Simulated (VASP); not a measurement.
# SiC (P6_3mc) in VASP: notebook, part 2 of 2

VASP 6.6.1.

## (4) Single point, PBE (c/a of the conventional cell at fixed volume 1.5097)

INCAR

```
ALGO = Normal ; EDIFF = 1E-6
ENCUT = 520 ; GGA = PE
ISIF = 2 ; ISMEAR = 0
LASPH = T ; LCHARG = T
LELF = T ; LREAL = F
LVHAR = T ; LWAVE = F
NBANDS = 16 ; NELM = 100
PREC = Accurate ; SIGMA = 0.05
```

KPOINTS

```
k-points
0
Gamma
  12 12 6
```

POSCAR

```
SiC
1.0
    3.1791678455      0.0000000000      0.0000000000
   -1.5895839227      2.7532401171      0.0000000000
    0.0000000000      0.0000000000      4.7995896963
Si C
2 2
Direct
    0.3333333333      0.6666666667      0.0045639005
    0.6666666667      0.3333333333      0.5045639005
    0.3333333333      0.6666666667      0.3804360995
    0.6666666667      0.3333333333      0.8804360995
```

Potentials or basis: VASP PAW PBE potentials, release 64 (Si, C).

The run is started by

```
cat potpaw_PBE.64/Si/POTCAR potpaw_PBE.64/C/POTCAR > POTCAR
mpirun -np 1 vasp_std > vasp.out
```

OUTCAR:

```text
EDIFF = 1E-6
   ENCUT = 520
   GGA = PE
   ISIF = 2
   ISMEAR = 0
   LASPH = T
   LREAL = F
   NELM = 100
   PREC = Accurate

 ion  position               nearest neighbor table
   1  0.333  0.667  0.005-   3 1.80   4 1.93   4 1.93   4 1.93   2 3.02   2 3.02   2 3.02   2 3.02
                             2 3.02   2 3.02
   2  0.667  0.333  0.505-   4 1.80   3 1.93   3 1.93   3 1.93   1 3.02   1 3.02   1 3.02   1 3.02
                             1 3.02   1 3.02
   3  0.333  0.667  0.380-   1 1.80   2 1.93   2 1.93   2 1.93
   4  0.667  0.333  0.880-   2 1.80   1 1.93   1 1.93   1 1.93

  LATTYP: Found a hexagonal cell.
 ALAT       =     3.1791678455
 C/A-ratio  =     1.5097000000

  Lattice vectors:

 A1 = (   3.1791678455,   0.0000000000,   0.0000000000)
 A2 = (  -1.5895839227,   2.7532401171,   0.0000000000)
 A3 = (   0.0000000000,   0.0000000000,   4.7995896963)

Analysis of symmetry for initial positions (statically):
=====================================================================
[... 179 lines left out ...]
 E-fermi :   8.3905     XC(G=0): -11.2719

 val. band max:        8.1815139506   @ k =   0.0000   0.0000   0.0000
 cond. band min:      10.2157381328   @ k =   0.5000  -0.0000   0.0000
 fundamental gap:      2.0342241822
 Fermi energy:         8.3904919159

 k-point     1 :       0.0000    0.0000    0.0000
  band No.  band energies     occupation
      1      -7.3832      2.00000
      2      -3.1917      2.00000
      3      -0.3654      2.00000
      4       6.2613      2.00000
      5       6.2613      2.00000
      6       8.0182      2.00000
[... 433 lines left out ...]
      3       0.6580      2.00000
      4       2.6769      2.00000
      5       3.4733      2.00000
      6       4.8430      2.00000
[... 8 lines left out ...]
     15      19.5807      0.00000
     16      19.7159      0.00000

 [... further k-points ...]

------------------------ aborting loop because EDIFF is reached ----------------------------------------

  FORCE on cell =-STRESS in cart. coord.  units (eV):
  Direction    XX          YY          ZZ          XY          YZ          ZX
  --------------------------------------------------------------------------------------
  -------------------------------------------------------------------------------------
  Total       -3.7209586     -3.7209586      8.8189125     -0.0000000      0.0000000      0.0000000
  in kB     -141.9069809   -141.9069809    336.3287217     -0.0000000      0.0000000      0.0000000
  external PRESSURE =      17.5049200 kB  Pullay stress =       0.0000000 kB

 VOLUME and BASIS-vectors are now :
 -----------------------------------------------------------------------------
  energy-cutoff  :      520.00
  volume of cell :       42.01
      direct lattice vectors                 reciprocal lattice vectors
     3.179167845  0.000000000  0.000000000     0.314547721  0.181604211  0.000000000
    -1.589583923  2.753240117  0.000000000     0.000000000  0.363208423  0.000000000
     0.000000000  0.000000000  4.799589696     0.000000000  0.000000000  0.208351143

 POSITION                                       TOTAL-FORCE (eV/Angst)
 -----------------------------------------------------------------------------------
     -0.00000      1.83549      0.02190         0.000000     -0.000000     -1.123824
      1.58958      0.91775      2.42170         0.000000      0.000000     -1.123824
     -0.00000      1.83549      1.82594         0.000000     -0.000000      1.123824
      1.58958      0.91775      4.22573        -0.000000      0.000000      1.123824
 -----------------------------------------------------------------------------------
    total drift:                               -0.000000      0.000000      0.000106

  FREE ENERGIE OF THE ION-ELECTRON SYSTEM (eV)
  ---------------------------------------------------
  free  energy   TOTEN  =       -29.7679415430 eV

  energy  without entropy=      -29.7679415430  energy(sigma->0) =      -29.76794154
```

OSZICAR:

```text
N       E                     dE             d eps       ncg     rms          rms(c)
DAV:   1     0.251871164025E+02    0.25187E+02   -0.71167E+03  2432   0.892E+02
DAV:   2    -0.310399909051E+02   -0.56227E+02   -0.51913E+02  3408   0.157E+02
DAV:   3    -0.335298830511E+02   -0.24899E+01   -0.24801E+01  3224   0.307E+01
DAV:   4    -0.335485367720E+02   -0.18654E-01   -0.18651E-01  2968   0.324E+00
DAV:   5    -0.335487276139E+02   -0.19084E-03   -0.19084E-03  3216   0.308E-01    0.124E+01
DAV:   6    -0.298604126035E+02    0.36883E+01   -0.65043E+00  3064   0.157E+01    0.555E+00
DAV:   7    -0.297865104282E+02    0.73902E-01   -0.11326E+00  3456   0.624E+00    0.248E+00
DAV:   8    -0.297690424330E+02    0.17468E-01   -0.51867E-02  2720   0.147E+00    0.610E-01
DAV:   9    -0.297675520464E+02    0.14904E-02   -0.83609E-03  3336   0.614E-01    0.136E-01
DAV:  10    -0.297679067092E+02   -0.35466E-03   -0.11954E-03  2872   0.206E-01    0.618E-02
DAV:  11    -0.297679412870E+02   -0.34578E-04   -0.88429E-05  2896   0.663E-02    0.170E-02
DAV:  12    -0.297679415430E+02   -0.25599E-06   -0.76160E-06  3320   0.188E-02
   1 F= -.29767942E+02 E0= -.29767942E+02  d E =-.845897E-12
```

It took 46 s on 1 thread of Intel Xeon 8259CL, shared host; peak memory 0.17 GiB.

What came out:

```yaml
Free_energy: -29.7679 eV
Pressure: 1.8 GPa
Largest_force: 1.124 eV/Å
Band_gap_on_the_k_mesh: 2.03 eV, indirect (least direct gap 3.14 eV)
```

Forces in eV/Å, atoms in the order of the input:
```
Si   0.000  0.000 -1.124
Si   0.000  0.000 -1.124
C    0.000  0.000  1.124
C    0.000  0.000  1.124
```

Stress tensor (GPa, compression positive):
```
-14.19   0.00   0.00
  0.00 -14.19   0.00
  0.00   0.00  33.63
```

Caveat: forces of over 1 eV/Å act on the atoms, so gaps and moduli don't describe the material at rest. A k mesh can miss the band edges.

## (5) Single point, PBE (c/a of the conventional cell at fixed volume 1.5972)

INCAR

```
SYSTEM = SiC
PREC = Accurate
ENCUT = 520
EDIFF = 1E-7
ISMEAR = 0
SIGMA = 0.05
LREAL = .False.
LASPH = .True.
NELM = 80
ALGO = Normal
ISIF = 2
LWAVE = .False.
LCHARG = .False.
GGA = PE
NBANDS = 16
```

KPOINTS

```
Automatic mesh
0
Gamma
  12 12 6
  0 0 0
```

POSCAR

```
SiC
1.0
    3.1200190218      0.0000000000      0.0000000000
   -1.5600095109      2.7020157332      0.0000000000
    0.0000000000      0.0000000000      4.9832943816
Si C
2 2
Direct
    0.3333333333      0.6666666667      0.0045639005
    0.6666666667      0.3333333333      0.5045639005
    0.3333333333      0.6666666667      0.3506168194
    0.6666666667      0.3333333333      0.8506168194
```

The run is started by

```
cat potpaw_PBE.64/Si/POTCAR potpaw_PBE.64/C/POTCAR > POTCAR
mpirun -np 1 vasp_std > vasp.out
```

It took 53 s on 1 thread of Intel Xeon 8259CL, shared host; peak memory 0.18 GiB.

Results (log left out):

* Free energy: -29.4661 eV
* Pressure: 5.0 GPa
* Largest force: 4.195 eV/Å
* Band gap on the k mesh: 1.43 eV, indirect (least direct gap 3.41 eV)

Forces in eV/Å, atoms in the order of the input:
```
Si   0.000  0.000 -4.195
Si   0.000  0.000 -4.195
C    0.000  0.000  4.195
C    0.000  0.000  4.195
```

Stress tensor (GPa, compression positive):
```
-9.21  0.00  0.00
 0.00 -9.21  0.00
 0.00  0.00 33.36
```

Levels at points of the mesh, in eV from the valence-band top:
```tsv
k point	band 6	band 7	band 8	band 9	band 10	band 11
(0.00, 0.00, 0.00)	-1.20	0.00	0.00	4.10	5.85	6.11
(0.50, 0.00, 0.00)	-4.10	-3.53	-1.01	2.40	3.58	5.94
(0.00, 0.00, 0.50)	-0.85	-0.85	-0.85	5.33	5.33	6.88
(0.50, 0.00, 0.50)	-2.88	-2.54	-2.54	2.88	2.88	5.32
```

Caveat: forces of over 1 eV/Å act on the atoms, so gaps and moduli don't describe the material at rest. A k mesh can miss the band edges.

## (6) Single point, PBE (c/a of the conventional cell at fixed volume 1.6410)

INCAR

```
PREC = Accurate
ENCUT = 520
EDIFF = 1E-7
ISMEAR = 0
SIGMA = 0.05
LREAL = F
LASPH = T
NELM = 80
ALGO = Normal
ISIF = 2
LWAVE = F
LCHARG = T
GGA = PE
LELF = T
LVHAR = T
NBANDS = 16
```

KPOINTS

```
Automatic mesh
0
Gamma
  12 12 6
```

POSCAR

```
SiC
1.0
    3.0920366030      0.0000000000      0.0000000000
   -1.5460183015      2.6777822476      0.0000000000
    0.0000000000      0.0000000000      5.0738984874
Si C
2 2
Direct
    0.3333333333      0.6666666667      0.0045639005
    0.6666666667      0.3333333333      0.5045639005
    0.3333333333      0.6666666667      0.3953555939
    0.6666666667      0.3333333333      0.8953555939
```

Potentials or basis: VASP PAW PBE potentials, release 64 (Si, C).

The run is started by

```
cat potpaw_PBE.64/Si/POTCAR potpaw_PBE.64/C/POTCAR > POTCAR
mpirun -np 1 vasp_std > vasp.out
```

Run time: 56 s. Hardware: 1 thread of Intel Xeon 8259CL, shared host; peak memory 0.18 GiB.

Results (log left out):

| Quantity | Value |
| --- | --- |
| Free energy | -30.0209 eV |
| Pressure | 0.6 GPa |
| Largest force | 1.111 eV/Å |
| Band gap on the k mesh | 2.31 eV, indirect (least direct gap 4.11 eV) |

Forces in eV/Å, atoms in the order of the input:
```
Si   0.000  0.000  1.111
Si   0.000  0.000  1.111
C    0.000  0.000 -1.111
C    0.000  0.000 -1.111
```

Stress tensor (GPa, compression positive):
```
 2.70  0.00  0.00
 0.00  2.70  0.00
 0.00  0.00 -3.69
```

Levels at points of the mesh, in eV from the valence-band top:
| k point | band 5 | band 6 | band 7 | band 8 | band 9 | band 10 | band 11 | band 12 |
| --- | --- | --- | --- | --- | --- | --- | --- | --- |
| (0.00, 0.00, 0.00) | -1.77 | -0.52 | -0.52 | 0.00 | 4.31 | 5.68 | 6.25 | 6.25 |
| (0.50, 0.00, 0.00) | -5.44 | -3.72 | -3.26 | -1.73 | 2.38 | 4.08 | 6.46 | 7.13 |
| (0.00, 0.00, 0.50) | -1.19 | -1.19 | -1.19 | -1.19 | 5.39 | 5.39 | 6.91 | 6.91 |
| (0.50, 0.00, 0.50) | -2.88 | -2.88 | -2.39 | -2.39 | 2.99 | 2.99 | 4.69 | 4.69 |

Caveat: forces of over 1 eV/Å act on the atoms, so gaps and moduli don't describe the material at rest. A k mesh can miss the band edges.

## (7) The runs side by side

```tsv
cell	gap on the mesh (eV)	pressure (GPa)	largest force (eV/Å)
a = 3.065, b = 3.065, c = 5.164 Å, angles 90.0, 90.0, 120.0°, 4 atoms	2.38	1.7	1.22
a = 3.120, b = 3.120, c = 4.983 Å, angles 90.0, 90.0, 120.0°, 4 atoms	1.43	5.0	4.19
a = 3.179, b = 3.179, c = 4.800 Å, angles 90.0, 90.0, 120.0°, 4 atoms	2.03	1.8	1.12
a = 3.092, b = 3.092, c = 5.074 Å, angles 90.0, 90.0, 120.0°, 4 atoms	2.31	0.6	1.11
```

Some of these runs hold the atoms at other places in the same cell, which the table doesn't show; runs alike in all that it shows share one row.

Alike in all rows: task single point; level PBE; potentials or basis VASP PAW PBE potentials, release 64 (Si, C); no spin polarisation; k mesh 12 × 12 × 6; cutoff (eV) 520; smearing gaussian 0.05 eV.

Caveats: forces of over 1 eV/Å act on the atoms, so gaps and moduli don't describe the material at rest.

Total energies depend on the potentials used, so only differences within one code and one set of settings carry meaning.
